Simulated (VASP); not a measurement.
Here is a VASP 6.6.1 calculation.

File INCAR:

```
PREC     = Accurate       # precision mode
ENCUT    = 520            # plane-wave cutoff, eV
EDIFF    = 1E-6           # SCF threshold, eV
ISMEAR   = 0              # smearing method
SIGMA    = 0.2            # smearing width, eV
LREAL    = F              # projectors in reciprocal space
LASPH    = T              # aspherical terms in the spheres
NELM     = 100            # most SCF steps
ALGO     = Normal         # electronic algorithm
ISIF     = 2              # what is computed and relaxed
LWAVE    = F              # write WAVECAR
LCHARG   = T              # write CHGCAR
GGA      = PE             # functional
IVDW     = 12             # dispersion correction
LELF     = T              # ELF
LVHAR    = T            
NBANDS   = 35             # bands
```

Contents of KPOINTS:

```
Automatic mesh
0
Gamma
  6 6 4
```

POSCAR

```
PbO2
1.0
   -1.7454873771     -3.0244464841      0.0004957045
    1.7451038164      1.0074351661      3.9012154046
   -5.2381539684      3.0254274662     -0.0002224914
Pb O
2 4
Direct
    0.7500405334      0.5000783046      0.2500144394
    0.2499602734      0.4999236618      0.7499865815
    0.1240702184      0.2480025188      0.3746620232
    0.6240619862      0.2479912985      0.8746859729
    0.3759367203      0.7520071924      0.1253127449
    0.8759302684      0.7519970237      0.6253382381
```

Potentials or basis: VASP PAW PBE potentials, release 64 (Pb_d, O).

Command:

```bash
$ cat potpaw_PBE.64/Pb_d/POTCAR potpaw_PBE.64/O/POTCAR > POTCAR
$ mpirun -np 1 vasp_std > vasp.out
```

Problem. Predict the pressure.

Solution. 0.3 GPa.

Problem. Predict the band gap on the k mesh.

Solution. Zero (bands 26 and 27 overlap by 0.09 eV).

Problem. What does it give for the dispersion energy per atom?

Solution. -0.218 eV.

Problem. Estimate the largest force.

Solution. 0.029 eV/Å.

Forces on the atoms (eV/Å):
```
Pb   0.000  0.000  0.000
Pb   0.000  0.000  0.000
O    0.000  0.000 -0.029
O    0.000  0.000 -0.029
O    0.000  0.000  0.029
O    0.000  0.000  0.029
```

Caveat: semilocal functionals underestimate gaps, and a narrow one can read as zero; spin-orbit coupling is left out, which moves the levels of the heavy elements.
